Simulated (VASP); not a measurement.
# Cu2H3 (P6/mmm) in VASP: further runs, part 3 of 3

VASP 6.6.1. Earlier steps stand in the parts before.

## Step 5: Relaxation of cell and atoms, PBE

INCAR reads:

```
SYSTEM = Cu2H3
PREC = Accurate
ENCUT = 600
EDIFF = 1E-6
ISMEAR = 0
SIGMA = 0.1
LREAL = .FALSE.
LASPH = .TRUE.
NELM = 60
ALGO = Normal
ISIF = 3
LWAVE = .FALSE.
LCHARG = .FALSE.
GGA = PE
IBRION = 2
NSW = 90
EDIFFG = -0.04
```

KPOINTS reads:

```
Automatic mesh
0
G
  6 6 4
  0 0 0
```

POSCAR reads:

```
Cu2H3
1.0
    3.3706020100      0.0000000000      0.0000000000
   -1.6853010100      2.9190269700      0.0000000000
    0.0000000000      0.0000000000      4.8234269400
Cu H
2 3
Direct
    0.3333333300      0.6666666700      0.5000000000
    0.6666666700      0.3333333300      0.5000000000
    0.3333333300      0.6666666700      0.0000000000
    0.6666666700      0.3333333300      0.0000000000
    0.0000000000      0.0000000000      0.5000000000
```

Potentials or basis: VASP PAW PBE potentials, release 64 (Cu, H).

On the command line:

```
cat potpaw_PBE.64/Cu/POTCAR potpaw_PBE.64/H/POTCAR > POTCAR
mpirun -np 1 vasp_std > vasp.out
```

OUTCAR:

```text
SYSTEM = Cu2H3
   PREC = Accurate
   ENCUT = 600
   EDIFF = 1E-6
   ISMEAR = 0
   LREAL = .FALSE.
   LASPH = .TRUE.
   NELM = 60
   ISIF = 3
   GGA = PE
   IBRION = 2
   NSW = 90
   EDIFFG = -0.04

 ion  position               nearest neighbor table
   1  0.333  0.667  0.500-   2 1.95   2 1.95   2 1.95
   2  0.667  0.333  0.500-   1 1.95   1 1.95   1 1.95
   3  0.333  0.667  0.000-
   4  0.667  0.333  0.000-
   5  0.000  0.000  0.500-

  LATTYP: Found a hexagonal cell.
 ALAT       =     3.3706020100
 C/A-ratio  =     1.4310283224

  Lattice vectors:

 A1 = (   3.3706020100,   0.0000000000,   0.0000000000)
 A2 = (  -1.6853010100,   2.9190269700,   0.0000000000)
 A3 = (   0.0000000000,   0.0000000000,   4.8234269400)

Analysis of symmetry for initial positions (statically):
=====================================================================
 Subroutine PRICEL returns:
 Original cell was already a primitive cell.

 Routine SETGRP: Setting up the symmetry group for a
 hexagonal supercell.

 Subroutine GETGRP returns: Found 24 space group operations
 (whereof 24 operations were pure point group operations)
 out of a pool of 24 trial point group operations.

The static configuration has the point symmetry D_6h.

Analysis of symmetry for dynamics (positions and initial velocities):
=====================================================================
 Subroutine PRICEL returns:
 Original cell was already a primitive cell.

 Routine SETGRP: Setting up the symmetry group for a
 hexagonal supercell.

 Subroutine GETGRP returns: Found 24 space group operations
 (whereof 24 operations were pure point group operations)
 out of a pool of 24 trial point group operations.

The dynamic configuration has the point symmetry D_6h.

 Subroutine INISYM returns: Found 24 space group operations
 (whereof 24 operations are pure point group operations),
 and found     1 'primitive' translations

[... 111 lines left out ...]
   ISMEAR =     0;   SIGMA  =   0.10  broadening in eV -4-tet -1-fermi 0-gaus
   EFERMI_NEDOS =   21; number of points for ismear=-14 and -15
   IALGO  =     38    algorithm
   IMIX   =      4    mixing-type and parameters
     AMIX     =   0.40;   BMIX     =  1.00
     AMIX_MAG =   1.60;   BMIX_MAG =  1.00
  volume/ion in A,a.u.               =       9.49        64.05
  Fermi-wavevector in a.u.,A,eV,Ry     =   1.322171  2.498542 23.784848  1.748137
  Thomas-Fermi vector in A             =   2.451872
   LORBIT       =      0    0 simple, 1 ext, 2 COOP (PROOUT), +10 PAW based schemes
   GGA     = PE    functional components
   LHFCALC =     F    Hartree Fock is set to
   AEXX    =    0.0000 exact exchange contribution
   IVDW    =     0    specifies the selected vdW correction
   LEPSILON=     F    determine dielectric tensor
   LRPA    =     F    only Hartree local field effects (RPA)
 conjugate gradient relaxation of ions
 non-spin polarized calculation
 Gauss-broadening in eV      SIGMA  =   0.10
  energy-cutoff  :      600.00
  volume of cell :       47.46
 maximum number of plane-waves:      1602
 NGX is ok and might be reduce to    28
   NGX = 13   NGY = 13   NGZ = 19

--------------------------------------- Ionic step        1  -------------------------------------------

 number of electron      24.9999989 magnetization

 Free energy of the ion-electron system (eV)
  ---------------------------------------------------
  ext. energy  EPLUGINS =         0.00000000
  ---------------------------------------------------
  free energy    TOTEN  =       -10.09611170 eV

  energy without entropy =      -10.08620474  energy(sigma->0) =      -10.09115822

------------------------ aborting loop because EDIFF is reached ----------------------------------------

  FORCE on cell =-STRESS in cart. coord.  units (eV):
  Direction    XX          YY          ZZ          XY          YZ          ZX
  --------------------------------------------------------------------------------------
  -------------------------------------------------------------------------------------
  Total       15.4161695     15.4161696     -4.7870903     -0.0000000     -0.0000000      0.0000000
  in kB      520.4581007    520.4581018   -161.6147207     -0.0000009     -0.0000000      0.0000000
  external PRESSURE =     293.1004939 kB  Pullay stress =       0.0000000 kB
[... 901 lines left out ...]
      3      -1.5782      2.00000
      4      -1.3012      2.00000
      5      -1.1523      2.00000
      6      -1.1523      2.00000
[... 8 lines left out ...]
     15       2.4691      0.00475
     16       7.9223      0.00000

[... ionic steps 4 to 14 ...]

--------------------------------------- Ionic step       15  -------------------------------------------

 number of electron      25.0000011 magnetization

------------------------ aborting loop because EDIFF is reached ----------------------------------------
[... 73 lines left out ...]
--------------------------------------- Ionic step       17  -------------------------------------------

 number of electron      25.0000015 magnetization

 Free energy of the ion-electron system (eV)
  ---------------------------------------------------
  ext. energy  EPLUGINS =         0.00000000
  ---------------------------------------------------
  free energy    TOTEN  =       -14.46337828 eV

  energy without entropy =      -14.45339692  energy(sigma->0) =      -14.45838760

 E-fermi :   2.5715     XC(G=0): -10.1473

 val. band max:        2.5262764894   @ k =   0.1667   0.1667   0.0000
 cond. band min:       2.5896950605   @ k =   0.5000   0.0000   0.5000
 fundamental gap:      0.0634185711
 Fermi energy:         2.5715118894
[... 429 lines left out ...]
  FREE ENERGIE OF THE ION-ELECTRON SYSTEM (eV)
  ---------------------------------------------------
  free  energy   TOTEN  =       -14.4633782817 eV

  energy  without entropy=      -14.4533969232  energy(sigma->0) =      -14.45838760

 reached required accuracy - stopping structural energy minimisation
```

CONTCAR:

```text
Cu2H3
   1.00000000000000
     4.1066845980505207   -0.0000000012499562   -0.0000000000000000
    -2.0533423061996703    3.5564931933051933   -0.0000000000000000
    -0.0000000000000000   -0.0000000000000000    3.1546875682606004
  Cu              H
     2     3
Direct
     0.3333333300000021    0.6666666699999979    0.5000000000000000
     0.6666666699999979    0.3333333300000021    0.5000000000000000
     0.3333333300000021    0.6666666699999979    0.0000000000000000
     0.6666666699999979    0.3333333300000021    1.0000000000000000
     0.0000000000000000    0.0000000000000000    0.5000000000000000

  0.00000000E+00  0.00000000E+00  0.00000000E+00
  0.00000000E+00  0.00000000E+00  0.00000000E+00
  0.00000000E+00  0.00000000E+00  0.00000000E+00
  0.00000000E+00  0.00000000E+00  0.00000000E+00
  0.00000000E+00  0.00000000E+00  0.00000000E+00
```

Wall time 6.2 min (1 thread of Intel Xeon 8259CL, shared host); peak memory 0.19 GiB.

What came out:

```
Free energy                           : -14.4634 eV
Relaxed volume                        : 9.22 Å³/atom
Relaxed cell                          : a = 4.107 Å, b = 4.107 Å, c = 3.155 Å, α = 90.00°, β = 90.00°, γ = 120.00°
Space group after relaxing (to 0.1 Å) : P6/mmm (No. 191)
Energy gained by relaxing             : 873.5 meV/atom
Ionic steps                           : 17
Pressure after relaxing               : 0.0 GPa
Band gap on the k mesh                : zero (an odd number of electrons rules out a gap without spin polarisation)
```

Stress tensor (GPa, compression positive):
```
 0.11  0.00  0.00
 0.00  0.11  0.00
 0.00  0.00 -0.26
```

Step by step:
```tsv
step	energy change (eV)	largest force (eV/Å)	pressure (GPa)	volume (Å³)
1	0.0000	0.0000	29.31	47.46
2	-2.0293	0.0000	-6.94	59.73
3	-2.0395	0.0000	-10.27	62.75
4	-2.0454	0.0000	-8.87	61.18
5	-2.7229	0.0000	-9.45	57.01
6	-3.6629	0.0000	-7.93	51.52
7	-3.6166	0.0000	21.94	39.90
8	-4.1771	0.0000	-4.35	47.72
9	-4.2480	0.0000	8.80	42.58
10	-4.3446	0.0000	0.72	45.15
11	-4.3506	0.0000	1.93	44.69
12	-4.3494	0.0000	2.80	44.34
13	-4.3653	0.0000	0.07	45.96
14	-4.3653	0.0000	-0.32	46.16
15	-4.3653	0.0000	-0.33	46.10
16	-4.3654	0.0000	-0.21	46.03
17	-4.3673	0.0000	-0.01	46.08
```

Final structure:
```xyz
5
Lattice="4.1067 0.0000 0.0000 -2.0533 3.5565 0.0000 0.0000 0.0000 3.1547" Properties=species:S:1:pos:R:3 pbc="T T T"
Cu    0.0000    2.3710    1.5773
Cu    2.0533    1.1855    1.5773
H     0.0000    2.3710    0.0000
H     2.0533    1.1855    3.1547
H     0.0000    0.0000    1.5773
```

Caveat: a cell axis changed by over 15 % at a fixed basis, so the end point is rough.

## Step 6: Relaxation of cell and atoms, PBE

This run uses another cell than the first one, of 9.25 Å³/atom.

INCAR reads:

```
PREC = Accurate
ENCUT = 600
EDIFF = 1E-6
ISMEAR = 0
SIGMA = 0.1
LREAL = False
LASPH = True
NELM = 80
ALGO = Normal
ISIF = 3
LWAVE = False
LCHARG = False
GGA = PE
IBRION = 2
NSW = 90
EDIFFG = -0.04
```

KPOINTS reads:

```
regular mesh
0
Gamma
  6 6 6
```

POSCAR reads:

```
Cu2H3
1.0
    4.1199923661      0.0000000000      0.0000000000
   -2.0599961830      3.5680180524      0.0000000000
    0.0000000000      0.0000000000      3.1474266307
Cu H
2 3
Direct
    0.3333333333      0.6666666667      0.5000000000
    0.6666666667      0.3333333333      0.5000000000
    0.3333333333      0.6666666667      0.0000000000
    0.6666666667      0.3333333333      0.0000000000
    0.0000000000      0.0000000000      0.5000000000
```

Potentials or basis: VASP PAW PBE potentials, release 64 (Cu, H).

On the command line:

```
cat potpaw_PBE.64/Cu/POTCAR potpaw_PBE.64/H/POTCAR > POTCAR
mpirun -np 1 vasp_std > vasp.out
```

Wall time 82 s (1 thread of Intel Xeon 8259CL, shared host); peak memory 0.2 GiB.

Results (log left out):

```
Free energy                           : -14.4857 eV
Relaxed volume                        : 9.25 Å³/atom
Relaxed cell                          : a = 4.090 Å, b = 4.090 Å, c = 3.192 Å, α = 90.00°, β = 90.00°, γ = 120.00°
Space group after relaxing (to 0.1 Å) : P6/mmm (No. 191)
Energy gained by relaxing             : 1.8 meV/atom
Ionic steps                           : 3
Pressure after relaxing               : -0.4 GPa
Band gap on the k mesh                : zero (an odd number of electrons rules out a gap without spin polarisation)
```

The path:
```csv
step,energy change (eV),largest force (eV/Å),pressure (GPa),volume (Å³)
1,0.0000,0.0000,-0.03,46.27
2,-0.0076,0.0000,-0.16,46.25
3,-0.0091,0.0000,-0.39,46.24
```

Final structure:
```yaml
crystal:
  lattice:
    - [4.08977, 0.00000, 0.00000]
    - [-2.04489, 3.54185, 0.00000]
    - [0.00000, 0.00000, 3.19204]
  atoms:
    - { symbol: Cu, position: [0.33333, 0.66667, 0.50000] }
    - { symbol: Cu, position: [0.66667, 0.33333, 0.50000] }
    - { symbol: H, position: [0.33333, 0.66667, 0.00000] }
    - { symbol: H, position: [0.66667, 0.33333, 0.00000] }
    - { symbol: H, position: [0.00000, 0.00000, 0.50000] }
```

Levels at points of the mesh, in eV from the Fermi level:
| k point | band 9 | band 10 | band 11 | band 12 | band 13 | band 14 | band 15 | band 16 |
| --- | --- | --- | --- | --- | --- | --- | --- | --- |
| (0.00, 0.00, 0.00) | -2.84 | -2.18 | -2.18 | 1.18 | 2.31 | 4.93 | 4.93 | 7.28 |
| (0.50, 0.00, 0.00) | -2.37 | -2.08 | -1.89 | -1.39 | 1.21 | 2.10 | 8.50 | 8.89 |
| (0.00, 0.00, 0.50) | -2.37 | -2.36 | -2.36 | -2.31 | -0.59 | 3.71 | 7.56 | 7.56 |
| (0.50, 0.00, 0.50) | -2.09 | -2.05 | -1.93 | -1.87 | -1.77 | -0.02 | 4.53 | 4.88 |

## Step 7: Overview

```csv
task,cell,k mesh,cutoff (eV),gap on the mesh (eV),pressure (GPa),relaxed volume (Å³/atom)
single point,"a = 3.371, b = 3.371, c = 4.823 Å, angles 90.0, 90.0, 120.0°, 5 atoms",6 × 6 × 4,520,none,29.3,-
single point,"a = 4.120, b = 4.120, c = 3.147 Å, angles 90.0, 90.0, 120.0°, 5 atoms",6 × 6 × 4,520,none,0.1,-
single point,"a = 4.076, b = 4.076, c = 3.184 Å, angles 90.0, 90.0, 120.0°, 5 atoms",6 × 6 × 6,520,none,0.1,-
relaxation of cell and atoms,"relaxed from a = 3.371, b = 3.371, c = 4.823 Å, angles 90.0, 90.0, 120.0°, 5 atoms",6 × 6 × 4,600,none,0.0,9.22
relaxation of cell and atoms,"relaxed from a = 4.120, b = 4.120, c = 3.147 Å, angles 90.0, 90.0, 120.0°, 5 atoms",6 × 6 × 6,600,none,-0.4,9.25
```

Alike in all rows: level PBE; potentials or basis VASP PAW PBE potentials, release 64 (Cu, H); no spin polarisation; smearing gaussian 0.1 eV.

Caveats: some runs use coarse meshes; the cell stands under pressure (at least some runs); a cell axis changed by over 15 % at a fixed basis, so the end point is rough (at least some runs).

Absolute energies hang on the potentials; compare differences alone.
